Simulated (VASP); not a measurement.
A run of VASP 6.6.1:

File POSCAR:

```
NaCl
1.0
    4.8136686238      0.0000000000      0.0000000000
   -2.4068343119      4.1687593136      0.0000000000
    0.0000000000      0.0000000000      5.6787156640
Na Cl
2 2
Direct
    0.3333333333      0.6666666667     -0.0624973391
    0.6666666667      0.3333333333      0.4375026609
    0.3333333333      0.6666666667      0.4374973391
    0.6666666667      0.3333333333      0.9374973391
```

File INCAR.step1:

```
SYSTEM = NaCl
  ALGO = Normal
  EDIFF = 1E-4
  ENCUT = 520
  GGA = PE
  ISMEAR = 0
  LASPH = .TRUE.
  LCHARG = .FALSE.
  LREAL = .FALSE.
  LWAVE = .TRUE.
  NBANDS = 22
  NELM = 60
  PREC = Accurate
  SIGMA = 0.01
```

Contents of INCAR.step2:

```
SYSTEM = NaCl
  ALGO = Normal
  EDIFF = 1E-6
  ENCUT = 520
  ISIF = 2
  ISMEAR = 0
  ISTART = 1
  LASPH = .TRUE.
  LCHARG = .FALSE.
  LMIXTAU = .TRUE.
  LREAL = .FALSE.
  LWAVE = .FALSE.
  METAGGA = R2SCAN
  NBANDS = 22
  NELM = 60
  PREC = Accurate
  SIGMA = 0.01
```

File KPOINTS:

```
k-points
0
G
  6 6 4
  0 0 0
```

Potentials or basis: VASP PAW PBE potentials, release 64 (Na_pv, Cl).

Command:

```bash
$ cat potpaw_PBE.64/Na_pv/POTCAR potpaw_PBE.64/Cl/POTCAR > POTCAR
$ cp INCAR.step1 INCAR
$ mpirun -np 1 vasp_std > vasp.out
$ cp INCAR.step2 INCAR
$ mpirun -np 1 vasp_std > vasp.out
```

Hardware: 1 thread of Intel(R) Xeon(R) 6975P-C (Granite Rapids), on a shared host.

Estimate the wall time of this run.

Run time: 74 s on 1 thread of Intel(R) Xeon(R) 6975P-C (Granite Rapids) (shared host), peak memory 0.24 GiB. Counts: k points 21.
